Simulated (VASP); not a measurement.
# Zr8HS16 (a cell with a defect) in VASP: a series of runs, part 2 of 2

VASP 6.6.1. Earlier steps stand in the parts before.

### Step 3. Single point, PBE

INCAR

```
SYSTEM = Zr8HS16
PREC = Accurate
ENCUT = 400
EDIFF = 1E-6
ISMEAR = 0
SIGMA = 0.02
LREAL = .FALSE.
LASPH = .TRUE.
NELM = 120
ALGO = Normal
ISIF = 2
LWAVE = .FALSE.
LCHARG = .FALSE.
GGA = PE
NELECT = 192.0
NBANDS = 114
GGA_COMPAT = .FALSE.
```

KPOINTS

```
Automatic mesh
0
Gamma
  2 2 2
  0.5 0.5 0.5
```

POSCAR

```
Zr8HS16
1.0
    0.0000000000      6.3829682806     -6.7579064893
    0.0000000000      6.3829682806      6.7579064893
    7.3704169100     -6.3829682806      0.0000000000
Zr S H
8 16 1
Direct
   -0.0068585004     -0.0224130216     -0.0000008141
    0.1218274976      0.1338872975      0.7434114063
    0.2462990203      0.2464592770      0.4934053317
    0.3784132250      0.3904782040      0.2565879275
    0.5005439875      0.4985023789     -0.0000002714
    0.6233783324      0.6101951077      0.7465186932
    0.7528906902      0.7530555342      0.5065934594
    0.8768556690      0.8636780673      0.2534788768
    0.8158909939      0.5938346511      0.2526368620
    0.9477031641      0.7099662255     -0.0000001357
    0.0687715862      0.8687538009      0.7595232493
    0.1939826127      0.9793589727      0.5056049129
    0.3092477058      0.1092302888      0.2404735067
    0.4301442785      0.2274631668      0.0000005427
    0.5632556267      0.3411958805      0.7473631502
    0.6883768404      0.4737541607      0.4943919787
    0.0525031847      0.3113465118     -0.0000010854
    0.1856700525      0.4050140169      0.7471662821
    0.3125484315      0.5267452396      0.5066573636
    0.4385005013      0.6578481650      0.2528306096
    0.5663696878      0.7693374267     -0.0000021708
    0.6872428938      0.8923071400      0.7560770399
    0.8058918139      0.0200898783      0.4933431914
    0.9311669901      0.1362310128      0.2439229723
    1.0104200593      0.4535493767     -0.0000014925
```

Potentials or basis: VASP PAW PBE potentials, release 64 (Zr_sv, S, H).

Started as:

```console
> cat potpaw_PBE.64/Zr_sv/POTCAR potpaw_PBE.64/S/POTCAR potpaw_PBE.64/H/POTCAR > POTCAR
> mpirun -np 1 vasp_std > vasp.out
```

OUTCAR:

```text
SYSTEM = Zr8HS16
   PREC = Accurate
   ENCUT = 400
   EDIFF = 1E-6
   ISMEAR = 0
   LREAL = .FALSE.
   LASPH = .TRUE.
   NELM = 120
   ISIF = 2
   GGA = PE
   NELECT = 192.0

 ion  position               nearest neighbor table
   1  0.993  0.978  1.000-  10 2.50  22 2.52  24 2.52  13 2.54  11 2.54  17 3.12   8 3.61   6 3.61
                             7 3.64   3 3.64
   2  0.122  0.134  0.743-  12 2.53  18 2.54  14 2.56  23 2.56  11 2.57  17 2.69   3 3.61   8 3.62
                             5 3.64   7 3.71   4 3.78
   3  0.246  0.246  0.493-  24 2.56  12 2.57  13 2.57  19 2.57  18 2.58  15 2.60   2 3.61   6 3.63
                             1 3.64   4 3.71   8 3.72   5 3.73
   4  0.378  0.390  0.257-  16 2.53  20 2.54  14 2.56  19 2.56  13 2.57  17 2.69   7 3.61   6 3.62
                             5 3.64   3 3.71   2 3.78
   5  0.501  0.499  1.000-  21 2.56  14 2.57   9 2.59  15 2.59  18 2.59  20 2.59   8 3.63   6 3.63
                             4 3.64   2 3.64   7 3.73   3 3.73
   6  0.623  0.610  0.747-  15 2.54  19 2.54  21 2.56  16 2.58  22 2.61  10 2.64   1 3.61   4 3.62
                             3 3.63   5 3.63   7 3.72   8 3.74
   7  0.753  0.753  0.507-  22 2.56  16 2.57  11 2.57  23 2.57  20 2.58   9 2.60   4 3.61   8 3.63
                             1 3.64   2 3.71   6 3.72   5 3.73
   8  0.877  0.864  0.253-   9 2.54  23 2.54  21 2.56  12 2.58  24 2.61  10 2.64   1 3.61   2 3.62
                             7 3.63   5 3.63   3 3.72   6 3.74
   9  0.816  0.594  0.253-   8 2.54   5 2.59   7 2.60
  10  0.948  0.710  1.000-   1 2.50   6 2.64   8 2.64
  11  0.069  0.869  0.760-   1 2.54   7 2.57   2 2.57
  12  0.194  0.979  0.506-   2 2.53   3 2.57   8 2.58
  13  0.309  0.109  0.240-   1 2.54   3 2.57   4 2.57
  14  0.430  0.227  0.000-   2 2.56   4 2.56   5 2.57
  15  0.563  0.341  0.747-   6 2.54   5 2.59   3 2.60
  16  0.688  0.474  0.494-   4 2.53   7 2.57   6 2.58
  17  0.053  0.311  1.000-  25 1.40   4 2.69   2 2.69   1 3.12
  18  0.186  0.405  0.747-   2 2.54   3 2.58   5 2.59
  19  0.313  0.527  0.507-   6 2.54   4 2.56   3 2.57
  20  0.439  0.658  0.253-   4 2.54   7 2.58   5 2.59
  21  0.566  0.769  1.000-   5 2.56   8 2.56   6 2.56
  22  0.687  0.892  0.756-   1 2.52   7 2.56   6 2.61
  23  0.806  0.020  0.493-   8 2.54   2 2.56   7 2.57
  24  0.931  0.136  0.244-   1 2.52   3 2.56   8 2.61
  25  0.010  0.454  1.000-  17 1.40

  LATTYP: Found a face centered orthorhombic cell.
 ALAT       =    12.7659365612
[... 190 lines left out ...]
 non-spin polarized calculation
 Gauss-broadening in eV      SIGMA  =   0.02
  energy-cutoff  :      400.00
  volume of cell :      635.85
 maximum number of plane-waves:     11576
 NGX is ok and might be reduce to    64
   NGX = 31   NGY = 31   NGZ = 31

 number of electron     192.0000006 magnetization

 Free energy of the ion-electron system (eV)
  ---------------------------------------------------
  ext. energy  EPLUGINS =         0.00000000
  ---------------------------------------------------
  free energy    TOTEN  =      -178.17463411 eV

  energy without entropy =     -178.17463411  energy(sigma->0) =     -178.17463411

 E-fermi :   2.8288     XC(G=0):  -8.6452

 val. band max:        2.6763199438   @ k =   0.2500   0.2500   0.2500
 cond. band min:       4.2009502967   @ k =   0.2500   0.2500   0.2500
 fundamental gap:      1.5246303529
 Fermi energy:         2.8288229769

 k-point     1 :       0.2500    0.2500    0.2500
  band No.  band energies     occupation
      1     -45.9626      2.00000
      2     -45.9173      2.00000
      3     -45.9145      2.00000
      4     -45.9063      2.00000
      5     -45.9054      2.00000
      6     -45.8996      2.00000
[... 322 lines left out ...]
    107       5.5416      0.00000
    108       5.6914      0.00000
 [bands above 108 left out]

------------------------ aborting loop because EDIFF is reached ----------------------------------------

  FORCE on cell =-STRESS in cart. coord.  units (eV):
  Direction    XX          YY          ZZ          XY          YZ          ZX
  --------------------------------------------------------------------------------------
  -------------------------------------------------------------------------------------
  Total       -6.7422820     -5.6920686    -11.9890218      0.0000000     -1.7730248      0.0000000
  in kB      -16.9887169    -14.3424648    -30.2090744      0.0000000     -4.4675402      0.0000000
  external PRESSURE =     -20.5134187 kB  Pullay stress =       0.0000000 kB

 VOLUME and BASIS-vectors are now :
 -----------------------------------------------------------------------------
  energy-cutoff  :      400.00
  volume of cell :      635.85
      direct lattice vectors                 reciprocal lattice vectors
     0.000000000  6.382968281 -6.757906489     0.067838768  0.078333461 -0.073987410
     0.000000000  6.382968281  6.757906489     0.067838768  0.078333461  0.073987410
     7.370416910 -6.382968281  0.000000000     0.135677535  0.000000000  0.000000000

 POSITION                                       TOTAL-FORCE (eV/Angst)
 -----------------------------------------------------------------------------------
      7.37041      6.19613     -0.10512         0.000000     -0.262615     -0.130393
      5.47925     -3.11295      0.08150        -0.045523      0.033211     -0.069792
      3.63660     -0.00413      0.00108        -0.024355      0.020167      0.026801
      1.89116      3.27002      0.08153         0.045523      0.033211     -0.069792
      7.37041     -0.00609     -0.01380         0.000000      0.008753     -0.003040
      5.50215      3.10886     -0.08909         0.007548      0.002889      0.088847
[... 17 lines left out ...]
      1.79781      5.25622     -5.37210         0.033788      0.040451      0.069312
      7.37041     -3.42146      2.99463         0.000000     -0.361920     -0.624891
 -----------------------------------------------------------------------------------
    total drift:                                0.114313     -0.000324      0.000188

  FREE ENERGIE OF THE ION-ELECTRON SYSTEM (eV)
  ---------------------------------------------------
  free  energy   TOTEN  =      -178.1746341061 eV

  energy  without entropy=     -178.1746341061  energy(sigma->0) =     -178.17463411
```

stdout:

```text
POSCAR found type information on POSCAR ZrS H
 POSCAR found :  3 types and      25 ions
 scaLAPACK will be used
 -----------------------------------------------------------------------------
|                                                                             |
|                                                                             |
|     You have a (more or less) 'large supercell' and for larger cells it     |
|     might be more efficient to use real-space projection operators.         |
|     Therefore, try LREAL= Auto in the INCAR file.                           |
|     Mind: For very accurate calculation, you might also keep the            |
|     reciprocal projection scheme (i.e. LREAL=.FALSE.).                      |
|                                                                             |
 -----------------------------------------------------------------------------

 LDA part: xc-table for (Slater+PW92), standard interpolation
 POSCAR, INCAR and KPOINTS ok, starting setup
 FFT: planning ... GRIDC
 FFT: planning ... GRID_SOFT
 FFT: planning ... GRID
 WAVECAR not read
 entering main loop
 the old and the new charge density differ
 old charge density:   193.00000 new  192.00000
    0.443E+01
```

It took 4.8 min on 1 thread of Oxide Virtual Turin-like, shared host; peak memory 0.58 GiB.

Results:

```yaml
Free_energy: -178.1746 eV
Largest_force: 0.722 eV/Å
```

Forces in eV/Å, atoms in the order of the input:
```
Zr   0.000 -0.263 -0.130
Zr  -0.046  0.033 -0.070
Zr  -0.024  0.020  0.027
Zr   0.046  0.033 -0.070
Zr   0.000  0.009 -0.003
Zr   0.008  0.003  0.089
Zr   0.024  0.020  0.027
Zr  -0.008  0.003  0.089
S   -0.005  0.052  0.011
S    0.000  0.252  0.315
S    0.008  0.007  0.024
S   -0.022  0.016 -0.005
S   -0.008  0.007  0.024
S    0.000 -0.004 -0.016
S    0.005  0.052  0.011
S    0.022  0.016 -0.005
S    0.000  0.019  0.005
S    0.003 -0.004  0.006
S   -0.017  0.020  0.043
S   -0.003 -0.004  0.006
S    0.000 -0.025  0.065
S   -0.034  0.040  0.069
S    0.017  0.020  0.043
S    0.034  0.040  0.069
H    0.000 -0.362 -0.625
```

Caveat: the cell carries a net charge on a neutralising background, which shifts energy and pressure; the cell is charged against a uniform background, so pressure and absolute levels hang on convention.

### Step 4. Single point, PBE

INCAR

```
ALGO = Normal
EDIFF = 1E-6
ENCUT = 400
GGA = PE
GGA_COMPAT = F
ISIF = 2
ISMEAR = 0
LASPH = T
LCHARG = F
LREAL = F
LWAVE = F
NBANDS = 114
NELECT = 194.0
NELM = 120
PREC = Accurate
SIGMA = 0.02
```

KPOINTS is that of step 3.

POSCAR

```
Zr8HS16
1.0
    5.5278124674     -3.1914840161      6.7579086874
    5.5278124674     -3.1914840161     -6.7579086874
   -1.8426041558      9.5744520483      0.0000000000
Zr S H
8 16 1
Direct
    0.0005828727      0.0014414223      0.0000135261
    0.5134374718      0.5057796293     -0.0000135687
    0.3803869426      0.3749072888      0.2649884771
    0.2506193959      0.2499882835      0.5032645610
    0.1153919915      0.1098525559      0.7349731700
    0.8731219143      0.8776517181      0.2477109971
    0.7473181057      0.7467565415      0.4967086713
    0.6254224622      0.6299287379      0.7522874681
    0.5997785589      0.8155032849      0.2486538520
    0.1016991090      0.3169173173      0.2519320815
    0.9735550113      0.1928574251      0.4996125755
    0.8497421215      0.0649422307      0.7480084974
    0.7251148950      0.9456914178     -0.0000586309
    0.4738596859      0.6932056506      0.5002964497
    0.3510803631      0.5667676515      0.7512404085
    0.2278378760      0.4395335449     -0.0000998258
    0.1489315747      0.9323468656      0.2494433987
    0.6450325147      0.4334655838      0.2479953349
    0.5280800927      0.3065581590      0.5041178978
    0.3970600183      0.1854723710      0.7520594153
    0.2724885005      0.0617321754      0.0000272543
    0.0239196844      0.8023945415      0.4958515245
    0.8995106927      0.6829555323      0.7505798376
    0.7813914296      0.5578648816      0.0000150516
    0.1290150707      0.5421100279     -0.0001201087
```

Potentials or basis: VASP PAW PBE potentials, release 64 (Zr_sv, S, H).

Started as:

```console
> cat potpaw_PBE.64/Zr_sv/POTCAR potpaw_PBE.64/S/POTCAR potpaw_PBE.64/H/POTCAR > POTCAR
> mpirun -np 1 vasp_std > vasp.out
```

OUTCAR:

```text
EDIFF = 1E-6
   ENCUT = 400
   GGA = PE
   ISIF = 2
   ISMEAR = 0
   LASPH = T
   LREAL = F
   NELECT = 194.0
   NELM = 120
   PREC = Accurate

 ion  position               nearest neighbor table
   1  0.001  0.001  0.000-  21 2.56  10 2.58  12 2.58  13 2.58  23 2.59  17 2.59   6 3.67   8 3.67
                             3 3.68   5 3.68   4 3.71   7 3.71
   2  0.513  0.506  1.000-  24 2.51   9 2.55  15 2.55  20 2.59  18 2.59  16 2.69   8 3.59   6 3.59
                             4 3.66   7 3.66
   3  0.380  0.375  0.265-  19 2.51  10 2.55  14 2.57  18 2.58  21 2.59  16 2.69   8 3.59   4 3.60
                             7 3.66   1 3.68
   4  0.251  0.250  0.503-  20 2.56  15 2.58  11 2.58  10 2.59  17 2.60  19 2.60   3 3.60   5 3.66
                             2 3.66   6 3.67   1 3.71   8 3.71
   5  0.115  0.110  0.735-  22 2.51  12 2.55  11 2.57  20 2.58  21 2.59  16 2.69   6 3.59   7 3.60
                             4 3.66   1 3.68
   6  0.873  0.878  0.248-  13 2.57  17 2.58  11 2.58   9 2.58  24 2.61  22 2.63   2 3.59   5 3.59
                             8 3.65   1 3.67   4 3.67   7 3.71
   7  0.747  0.747  0.497-  18 2.56   9 2.58  14 2.58  12 2.59  23 2.60  22 2.60   5 3.60   3 3.66
[... 241 lines left out ...]
      1     -45.6539      2.00000
      2     -45.6456      2.00000
      3     -45.6443      2.00000
      4     -45.6378      2.00000
      5     -45.6325      2.00000
      6     -45.6308      2.00000
[... 437 lines left out ...]
    108       5.7656      0.00000
    109       5.9357      0.00000
 [bands above 109 left out]

------------------------ aborting loop because EDIFF is reached ----------------------------------------

  FORCE on cell =-STRESS in cart. coord.  units (eV):
  Direction    XX          YY          ZZ          XY          YZ          ZX
  --------------------------------------------------------------------------------------
  -------------------------------------------------------------------------------------
  Total        6.0444026      5.5798735      8.6813810     -0.3736408     -0.0723073      0.0631614
  in kB       15.2302469     14.0597603     21.8747137     -0.9414731     -0.1821948      0.1591496
  external PRESSURE =      17.0549070 kB  Pullay stress =       0.0000000 kB

 VOLUME and BASIS-vectors are now :
 -----------------------------------------------------------------------------
  energy-cutoff  :      400.00
  volume of cell :      635.85
      direct lattice vectors                 reciprocal lattice vectors
     5.527812467 -3.191484016  6.757908687     0.101758155  0.019583366  0.073987386
     5.527812467 -3.191484016 -6.757908687     0.101758155  0.019583366 -0.073987386
    -1.842604156  9.574452048  0.000000000     0.067838770  0.117500197  0.000000000

 POSITION                                       TOTAL-FORCE (eV/Angst)
 -----------------------------------------------------------------------------------
      0.01116     -0.00633     -0.00580        -0.009898      0.004670      0.003829
      3.79146      6.32151      0.05175         0.015067     -0.008862      0.001748
      3.68686      0.12661      0.03703        -0.001506      0.006156      0.002549
      1.83995      3.22080      0.00426        -0.002099     -0.006568     -0.000663
     -0.10916      6.31810      0.03743        -0.005853     -0.001928      0.001924
      9.22152     -3.21587     -0.03061         0.004917      0.002674      0.003355
[... 17 lines left out ...]
      7.40313     -4.27407      1.51057         0.002363     -0.002599     -0.001475
      1.86747      7.43142     -2.79166         0.003536     -0.002124      0.052184
 -----------------------------------------------------------------------------------
    total drift:                                0.000758     -0.000412      0.000981

  FREE ENERGIE OF THE ION-ELECTRON SYSTEM (eV)
  ---------------------------------------------------
  free  energy   TOTEN  =      -169.9309920349 eV

  energy  without entropy=     -169.9309919136  energy(sigma->0) =     -169.93099197
```

OSZICAR:

```text
N       E                     dE             d eps       ncg     rms          rms(c)
DAV:   1     0.157677864204E+04    0.15768E+04   -0.81300E+04   928   0.127E+03
DAV:   2    -0.186592784900E+02   -0.15954E+04   -0.15474E+04  1128   0.356E+02
DAV:   3    -0.169400977363E+03   -0.15074E+03   -0.14918E+03  1160   0.966E+01
DAV:   4    -0.184461409621E+03   -0.15060E+02   -0.15037E+02  1600   0.267E+01
DAV:   5    -0.186171881519E+03   -0.17105E+01   -0.17103E+01  1296   0.608E+00    0.440E+01
DAV:   6    -0.170108719789E+03    0.16063E+02   -0.60108E+01   968   0.182E+01    0.227E+01
DAV:   7    -0.169902802909E+03    0.20592E+00   -0.74136E+00  1320   0.584E+00    0.995E+00
DAV:   8    -0.169920916159E+03   -0.18113E-01   -0.82936E-01  1224   0.245E+00    0.230E+00
DAV:   9    -0.169927565526E+03   -0.66494E-02   -0.12296E-01  1208   0.934E-01    0.150E+00
DAV:  10    -0.169929172006E+03   -0.16065E-02   -0.18859E-02  1256   0.409E-01    0.521E-01
DAV:  11    -0.169930388413E+03   -0.12164E-02   -0.30715E-03  1128   0.172E-01    0.173E-01
DAV:  12    -0.169930845678E+03   -0.45726E-03   -0.84610E-04  1024   0.812E-02    0.877E-02
DAV:  13    -0.169930954080E+03   -0.10840E-03   -0.13363E-04  1224   0.291E-02    0.525E-02
DAV:  14    -0.169930985280E+03   -0.31200E-04   -0.26103E-05   912   0.149E-02    0.184E-02
DAV:  15    -0.169930991120E+03   -0.58404E-05   -0.69634E-06   888   0.737E-03    0.102E-02
DAV:  16    -0.169930992035E+03   -0.91472E-06   -0.92775E-07   576   0.331E-03
   1 F= -.16993099E+03 E0= -.16993099E+03  d E =-.121345E-06
```

Run time: 10 min. Hardware: 1 thread of Oxide Virtual Turin-like, shared host; peak memory 0.62 GiB.

Results:

```yaml
Free_energy: -169.9310 eV
Largest_force: 0.059 eV/Å
```

Forces in eV/Å, atoms in the order of the input:
```
Zr  -0.010  0.005  0.004
Zr   0.015 -0.009  0.002
Zr  -0.002  0.006  0.003
Zr  -0.002 -0.007 -0.001
Zr  -0.006 -0.002  0.002
Zr   0.005  0.003  0.003
Zr   0.003  0.006 -0.001
Zr  -0.001 -0.007  0.003
S   -0.007 -0.002 -0.009
S   -0.002  0.004 -0.007
S   -0.005  0.002 -0.009
S   -0.002  0.001 -0.008
S    0.006 -0.001 -0.012
S   -0.002  0.005 -0.008
S    0.000  0.009 -0.009
S   -0.015  0.011 -0.056
S    0.004 -0.001  0.007
S   -0.003 -0.004  0.008
S    0.003 -0.002  0.006
S    0.001  0.002  0.008
S    0.010 -0.008  0.009
S    0.003 -0.003  0.006
S    0.000 -0.004  0.007
S    0.002 -0.003 -0.001
H    0.004 -0.002  0.052
```

Levels at points of the mesh, in eV from the Fermi level:
```tsv
k point	band 94	band 95	band 96	band 97	band 98	band 99	band 100	band 101
(0.25, 0.25, 0.25)	-1.86	-1.81	-1.74	-0.16	0.13	0.22	0.26	0.28
```

Caveat: the cell carries a net charge on a neutralising background, which shifts energy and pressure; the cell is charged against a uniform background, so pressure and absolute levels hang on convention.
